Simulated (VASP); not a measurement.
# GaP (F-43m) in VASP: notebook

The runs below take GaP through single point, with PBEsol.

Everything below comes from runs of VASP 6.6.1. Logs are shortened: lines on timing, memory, paths and dates and some standing lists are left out, and cuts for length are marked.

**1. The cell of the first run**

The structure is cubic, space group F-43m (No. 216). The conventional cell has a = 5.340 Å, b = 5.340 Å, c = 5.340 Å, α = 90.00°, β = 90.00°, γ = 90.00°. Ga (site symmetry -43m) has 4 P at 2.31 Å within 3.1 Å. P (site symmetry -43m) has 4 Ga at 2.31 Å within 3.1 Å.

**2. Single point, PBEsol (volume 19.039 Å^3 an atom, c/a of the conventional cell 1.0000)**

INCAR

```
PREC = Accurate ; ENCUT = 520
EDIFF = 1E-6 ; ISMEAR = 0
SIGMA = 0.05 ; LREAL = False
LASPH = True ; NELM = 80
ALGO = Normal ; ISIF = 2
LWAVE = False ; LCHARG = False
GGA = PS ; NBANDS = 16
```

KPOINTS

```
regular mesh
0
Gamma
  10 10 10
```

POSCAR

```
GaP
1.0
    0.0000000000      2.6702261494      2.6702261494
    2.6702261494      0.0000000000      2.6702261494
    2.6702261494      2.6702261494      0.0000000000
Ga P
1 1
Direct
    0.0000000000      0.0000000000      0.0000000000
    0.7500000000      0.7500000000      0.7500000000
```

Potentials or basis: VASP PAW PBE potentials, release 64 (Ga_d, P).

Started as:

```console
$ cat potpaw_PBE.64/Ga_d/POTCAR potpaw_PBE.64/P/POTCAR > POTCAR
$ mpirun -np 1 vasp_std > vasp.out
```

OUTCAR:

```text
PREC = Accurate
   ENCUT = 520
   EDIFF = 1E-6
   ISMEAR = 0
   LREAL = False
   LASPH = True
   NELM = 80
   ISIF = 2
   GGA = PS

 ion  position               nearest neighbor table
   1  0.000  0.000  0.000-   2 2.31   2 2.31   2 2.31   2 2.31
   2  0.750  0.750  0.750-   1 2.31   1 2.31   1 2.31   1 2.31

  LATTYP: Found a face centered cubic cell.
 ALAT       =     5.3404522988

  Lattice vectors:

 A1 = (   0.0000000000,   2.6702261494,   2.6702261494)
 A2 = (   2.6702261494,   0.0000000000,   2.6702261494)
 A3 = (   2.6702261494,   2.6702261494,   0.0000000000)

Analysis of symmetry for initial positions (statically):
=====================================================================
 Subroutine PRICEL returns:
 Original cell was already a primitive cell.

 Routine SETGRP: Setting up the symmetry group for a
 face centered cubic supercell.

 Subroutine GETGRP returns: Found 24 space group operations
 (whereof 24 operations were pure point group operations)
 out of a pool of 48 trial point group operations.

The static configuration has the point symmetry T_d .

Analysis of symmetry for dynamics (positions and initial velocities):
=====================================================================
 Subroutine PRICEL returns:
 Original cell was already a primitive cell.

 Routine SETGRP: Setting up the symmetry group for a
 face centered cubic supercell.

 Subroutine GETGRP returns: Found 24 space group operations
 (whereof 24 operations were pure point group operations)
 out of a pool of 48 trial point group operations.

The dynamic configuration has the point symmetry T_d .

 Subroutine INISYM returns: Found 24 space group operations
 (whereof 24 operations are pure point group operations),
 and found     1 'primitive' translations

----------------------------------------------------------------------------------------

                                     Primitive cell

  volume of cell :      38.0780

  direct lattice vectors                    reciprocal lattice vectors
     0.000000000  2.670226149  2.670226149    -0.187250057  0.187250057  0.187250057
     2.670226149  0.000000000  2.670226149     0.187250057 -0.187250057  0.187250057
     2.670226149  2.670226149  0.000000000     0.187250057  0.187250057 -0.187250057

  length of vectors
     3.776270035  3.776270035  3.776270035     0.324326613  0.324326613  0.324326613

  position of ions in fractional coordinates (direct lattice)
     0.000000000  0.000000000  0.000000000
     0.750000000  0.750000000  0.750000000

  ion indices of the primitive-cell ions
   primitive index   ion index
                 1           1
                 2           2

----------------------------------------------------------------------------------------

 KPOINTS: regular mesh

Automatic generation of k-mesh.
 Grid dimensions read from file:
 generate k-points for:   10   10   10

 Generating k-lattice:

  Cartesian coordinates                     Fractional coordinates (reciprocal lattice)
    -0.018725006  0.018725006  0.018725006     0.100000000  0.000000000  0.000000000
     0.018725006 -0.018725006  0.018725006     0.000000000  0.100000000  0.000000000
     0.018725006  0.018725006 -0.018725006     0.000000000  0.000000000  0.100000000

  Length of vectors
     0.032432661  0.032432661  0.032432661

  Shift w.r.t. Gamma in fractional coordinates (k-lattice)
     0.000000000  0.000000000  0.000000000

 Subroutine IBZKPT returns following result:
 ===========================================

 Found     47 irreducible k-points:

 Following reciprocal coordinates:
            Coordinates               Weight
  0.000000  0.000000  0.000000      1.000000
  0.100000  0.000000  0.000000      8.000000
  0.200000  0.000000  0.000000      8.000000
  0.300000  0.000000  0.000000      8.000000
  0.400000  0.000000  0.000000      8.000000
  0.500000  0.000000  0.000000      4.000000
[... 16 lines left out ...]
  0.300000  0.300000  0.000000      6.000000
  0.400000  0.300000  0.000000     24.000000
 [... further k-points ...]
   k-points           NKPTS =     47   k-points in BZ     NKDIM =     47   number of bands    NBANDS=     16
   number of dos      NEDOS =    301   number of ions     NIONS =      2
   total plane-waves  NPLWV =  21952
   dimension x,y,z NGX =    28 NGY =   28 NGZ =   28
   dimension x,y,z NGXF=    56 NGYF=   56 NGZF=   56
   ions per type =               1   1
   NGX,Y,Z   is equivalent  to a cutoff of  12.33, 12.33, 12.33 a.u.
   NGXF,Y,Z  is equivalent  to a cutoff of  24.65, 24.65, 24.65 a.u.
 SYSTEM =  unknown system
   PREC   = accura    normal or accurate (medium, high low for compatibility)
   ISTART =      0    job   : 0-new  1-cont  2-samecut
   ICHARG =      2    charge: 1-file 2-atom 10-const
   ISPIN  =      1    spin polarized calculation?
   LNONCOLLINEAR =      F non collinear calculations
   LSORBIT =      F    spin-orbit coupling
   LASPH  =      T    aspherical Exc in radial PAW
   ENCUT  =  520.0 eV  38.22 Ry    6.18 a.u.   7.02  7.02  7.02*2*pi/ulx,y,z
   NELM   =     80;   NELMIN=  2; NELMDL= -5     # of ELM steps
   EDIFF  = 0.1E-05   stopping-criterion for ELM
   LREAL  =      F    real-space projection
   EDIFFG = 0.1E-04   stopping-criterion for IOM
   NSW    =      0    number of steps for IOM
   IBRION =     -1    ionic relax: 0-MD 1-quasi-New 2-CG
   NFREE  =      0    steps in history (QN), initial steepest desc. (CG)
   ISIF   =      2    stress and relaxation
   ISYM   =      2    0-nonsym 1-usesym 2-fastsym
   POTIM  = 0.5000    time-step for ionic-motion
   TEBEG  =    0.0;   TEEND  =   0.0 temperature during run
   PSTRESS=    0.0 pullay stress
   NELECT =      18.0000    total number of electrons
   NUPDOWN=      -1.0000    fix difference up-down
   EMIN   =  10.00;   EMAX   =-10.00  energy-range for DOS
   EFERMI =   0.00;   METHOD = LEGACY
   ISMEAR =     0;   SIGMA  =   0.05  broadening in eV -4-tet -1-fermi 0-gaus
   EFERMI_NEDOS =   21; number of points for ismear=-14 and -15
   IALGO  =     38    algorithm
   IMIX   =      4    mixing-type and parameters
     AMIX     =   0.40;   BMIX     =  1.00
     AMIX_MAG =   1.60;   BMIX_MAG =  1.00
  volume/ion in A,a.u.               =      19.04       128.48
  Fermi-wavevector in a.u.,A,eV,Ry     =   1.275286  2.409941 22.127898  1.626355
  Thomas-Fermi vector in A             =   2.408007
   LORBIT       =      0    0 simple, 1 ext, 2 COOP (PROOUT), +10 PAW based schemes
   GGA     = PS    functional components
   LHFCALC =     F    Hartree Fock is set to
   AEXX    =    0.0000 exact exchange contribution
   IVDW    =     0    specifies the selected vdW correction
   LEPSILON=     F    determine dielectric tensor
   LRPA    =     F    only Hartree local field effects (RPA)
 non-spin polarized calculation
 Gauss-broadening in eV      SIGMA  =   0.05
  energy-cutoff  :      520.00
  volume of cell :       38.08
 maximum number of plane-waves:      1035
   NGX = 13   NGY = 13   NGZ = 13

 number of electron      17.9999984 magnetization

 Free energy of the ion-electron system (eV)
  ---------------------------------------------------
  ext. energy  EPLUGINS =         0.00000000
  ---------------------------------------------------
  free energy    TOTEN  =        -9.89085034 eV

  energy without entropy =       -9.89085034  energy(sigma->0) =       -9.89085034

 E-fermi :   5.4553     XC(G=0): -10.3014

 val. band max:        5.2141704665   @ k =   0.0000   0.0000   0.0000
 cond. band min:       6.5859064616   @ k =   0.4000   0.4000   0.0000
 fundamental gap:      1.3717359951
 Fermi energy:         5.4552643834

 k-point     1 :       0.0000    0.0000    0.0000
  band No.  band energies     occupation
      1      -9.4470      2.00000
      2      -9.4470      2.00000
      3      -9.4470      2.00000
      4      -9.3260      2.00000
      5      -9.3260      2.00000
      6      -7.7903      2.00000
[... 8 lines left out ...]
     15      15.0719      0.00000
     16      15.0719      0.00000

 k-point     2 :       0.1000    0.0000    0.0000
  band No.  band energies     occupation
      1      -9.4597      2.00000
      2      -9.4432      2.00000
      3      -9.4432      2.00000
      4      -9.3261      2.00000
      5      -9.3261      2.00000
      6      -7.6477      2.00000
[... 8 lines left out ...]
     15      14.5481      0.00000
     16      14.7131      0.00000

 k-point     3 :       0.2000    0.0000    0.0000
  band No.  band energies     occupation
      1      -9.4894      2.00000
      2      -9.4340      2.00000
      3      -9.4340      2.00000
      4      -9.3256      2.00000
      5      -9.3256      2.00000
      6      -7.2356      2.00000
[... 8 lines left out ...]
     15      14.0914      0.00000
     16      15.3207      0.00000

 k-point     4 :       0.3000    0.0000    0.0000
  band No.  band energies     occupation
      1      -9.5213      2.00000
      2      -9.4245      2.00000
      3      -9.4245      2.00000
      4      -9.3229      2.00000
      5      -9.3229      2.00000
      6      -6.6025      2.00000
[... 8 lines left out ...]
     15      14.5460      0.00000
     16      14.9211      0.00000

 k-point     5 :       0.4000    0.0000    0.0000
  band No.  band energies     occupation
      1      -9.5445      2.00000
      2      -9.4186      2.00000
      3      -9.4186      2.00000
      4      -9.3189      2.00000
      5      -9.3189      2.00000
      6      -5.8810      2.00000
[... 8 lines left out ...]
     15      15.8658      0.00000
     16      15.8658      0.00000

 k-point     6 :       0.5000    0.0000    0.0000
  band No.  band energies     occupation
      1      -9.5529      2.00000
      2      -9.4168      2.00000
      3      -9.4168      2.00000
      4      -9.3169      2.00000
      5      -9.3169      2.00000
      6      -5.4892      2.00000
[... 8 lines left out ...]
     15      17.0805      0.00000
     16      17.0805      0.00000

 k-point     7 :       0.1000    0.1000    0.0000
  band No.  band energies     occupation
      1      -9.4673      2.00000
      2      -9.4397      2.00000
      3      -9.4397      2.00000
      4      -9.3294      2.00000
      5      -9.3234      2.00000
      6      -7.6007      2.00000
[... 8 lines left out ...]
     15      14.9617      0.00000
     16      15.2337      0.00000

 k-point     8 :       0.2000    0.1000    0.0000
  band No.  band energies     occupation
      1      -9.4908      2.00000
      2      -9.4322      2.00000
      3      -9.4304      2.00000
      4      -9.3324      2.00000
      5      -9.3210      2.00000
      6      -7.2791      2.00000
[... 8 lines left out ...]
     15      15.0713      0.00000
     16      15.9870      0.00000

 k-point     9 :       0.3000    0.1000    0.0000
  band No.  band energies     occupation
      1      -9.5185      2.00000
      2      -9.4241      2.00000
      3      -9.4202      2.00000
      4      -9.3326      2.00000
      5      -9.3181      2.00000
      6      -6.7171      2.00000
[... 8 lines left out ...]
     15      15.3102      0.00000
     16      15.8727      0.00000
[... 172 lines left out ...]
 k-point    19 :       0.5000    0.2000    0.0000
  band No.  band energies     occupation
      1      -9.5578      2.00000
      2      -9.4072      2.00000
      3      -9.3977      2.00000
      4      -9.3372      2.00000
      5      -9.3128      2.00000
      6      -5.2777      2.00000
[... 8 lines left out ...]
     15      17.1243      0.00000
     16      18.1299      0.00000

 k-point    20 :      -0.4000    0.2000    0.0000
  band No.  band energies     occupation
      1      -9.5561      2.00000
      2      -9.4094      2.00000
      3      -9.3997      2.00000
      4      -9.3293      2.00000
      5      -9.3193      2.00000
      6      -5.1573      2.00000
[... 8 lines left out ...]
     15      15.3623      0.00000
     16      17.7959      0.00000

 k-point    21 :      -0.3000    0.2000    0.0000
  band No.  band energies     occupation
      1      -9.5451      2.00000
      2      -9.4126      2.00000
      3      -9.4067      2.00000
      4      -9.3269      2.00000
      5      -9.3237      2.00000
      6      -5.7055      2.00000
[... 8 lines left out ...]
     15      16.4230      0.00000
     16      18.1988      0.00000

 k-point    22 :      -0.2000    0.2000    0.0000
  band No.  band energies     occupation
      1      -9.5274      2.00000
      2      -9.4180      2.00000
      3      -9.4174      2.00000
      4      -9.3307      2.00000
      5      -9.3212      2.00000
      6      -6.3888      2.00000
[... 8 lines left out ...]
     15      16.7775      0.00000
     16      17.5537      0.00000

 k-point    23 :       0.3000    0.3000    0.0000
  band No.  band energies     occupation
      1      -9.5527      2.00000
      2      -9.3953      2.00000
      3      -9.3953      2.00000
      4      -9.3551      2.00000
      5      -9.3083      2.00000
      6      -6.2016      2.00000
[... 8 lines left out ...]
     15      16.4526      0.00000
     16      19.3494      0.00000

 k-point    24 :       0.4000    0.3000    0.0000
  band No.  band energies     occupation
      1      -9.5669      2.00000
      2      -9.3884      2.00000
      3      -9.3855      2.00000
      4      -9.3585      2.00000
      5      -9.3057      2.00000
      6      -5.6271      2.00000
[... 8 lines left out ...]
     15      17.1583      0.00000
     16      19.3372      0.00000

 [... further k-points ...]
[... 5 lines left out ...]
  --------------------------------------------------------------------------------------
  -------------------------------------------------------------------------------------
  Total        1.2152926      1.2152926      1.2152926      0.0000000     -0.0000000      0.0000000
  in kB       51.1348876     51.1348876     51.1348876      0.0000000     -0.0000000      0.0000000
  external PRESSURE =      51.1348876 kB  Pullay stress =       0.0000000 kB

 VOLUME and BASIS-vectors are now :
 -----------------------------------------------------------------------------
  energy-cutoff  :      520.00
  volume of cell :       38.08
      direct lattice vectors                 reciprocal lattice vectors
     0.000000000  2.670226149  2.670226149    -0.187250057  0.187250057  0.187250057
     2.670226149  0.000000000  2.670226149     0.187250057 -0.187250057  0.187250057
     2.670226149  2.670226149  0.000000000     0.187250057  0.187250057 -0.187250057

 POSITION                                       TOTAL-FORCE (eV/Angst)
 -----------------------------------------------------------------------------------
      0.00000      0.00000      0.00000         0.000000     -0.000000     -0.000000
      4.00534      4.00534      4.00534        -0.000000      0.000000      0.000000
 -----------------------------------------------------------------------------------
    total drift:                               -0.000000     -0.000000     -0.000000

  FREE ENERGIE OF THE ION-ELECTRON SYSTEM (eV)
  ---------------------------------------------------
  free  energy   TOTEN  =        -9.8908503388 eV

  energy  without entropy=       -9.8908503388  energy(sigma->0) =       -9.89085034
```

Wall time 20 s (1 thread of Intel Xeon Platinum 8375C at 2.90GHz (Ice Lake), shared host); peak memory 0.17 GiB.

Results:

```
Free energy            : -9.8909 eV
Pressure               : 5.1 GPa
Band gap on the k mesh : 1.37 eV, indirect (least direct gap 2.26 eV)
```

Caveat: the PAW data sets were made with another functional, which shifts forces and pressure a little.

**3. Single point, PBEsol (volume 19.575 Å^3 an atom, c/a of the conventional cell 1.0000)**

INCAR

```
ALGO = Normal ; EDIFF = 1E-6
ENCUT = 520 ; GGA = PS
ISIF = 2 ; ISMEAR = 0
LASPH = True ; LCHARG = True
LELF = True ; LREAL = False
LVHAR = True ; LWAVE = False
NBANDS = 16 ; NELM = 80
PREC = Accurate ; SIGMA = 0.05
```

KPOINTS

```
k-points
0
Gamma
  10 10 10
```

POSCAR

```
GaP
1.0
    0.0000000000      2.6950526687      2.6950526687
    2.6950526687      0.0000000000      2.6950526687
    2.6950526687      2.6950526687      0.0000000000
Ga P
1 1
Direct
    0.0000000000      0.0000000000      0.0000000000
    0.7500000000      0.7500000000      0.7500000000
```

Potentials or basis: VASP PAW PBE potentials, release 64 (Ga_d, P).

Started as:

```console
$ cat potpaw_PBE.64/Ga_d/POTCAR potpaw_PBE.64/P/POTCAR > POTCAR
$ mpirun -np 1 vasp_std > vasp.out
```

It took 24 s on 1 thread of Intel Xeon Platinum 8375C at 2.90GHz (Ice Lake), shared host; peak memory 0.17 GiB.

It converged, with:

```
Free energy            : -9.9158 eV
Pressure               : 2.3 GPa
Band gap on the k mesh : 1.42 eV, indirect (least direct gap 2.03 eV)
```

Levels at points of the mesh, in eV from the valence-band top:
```
           k point  band 5  band 6  band 7  band 8  band 9  band 10  band 11  band 12  band 13  band 14
(0.00, 0.00, 0.00)  -14.49  -12.78    0.00    0.00    0.00     2.03     3.82     3.82     3.82     8.71
(0.50, 0.00, 0.00)  -14.48  -10.58   -6.89   -1.18   -1.18     1.69     4.64     4.64     8.15    10.99
(0.50, 0.50, 0.00)  -14.47   -9.62   -6.97   -2.83   -2.83     1.45     1.68    10.80    10.80    11.39
```

Caveat: the PAW data sets were made with another functional, which shifts forces and pressure a little. A k mesh can miss the band edges.
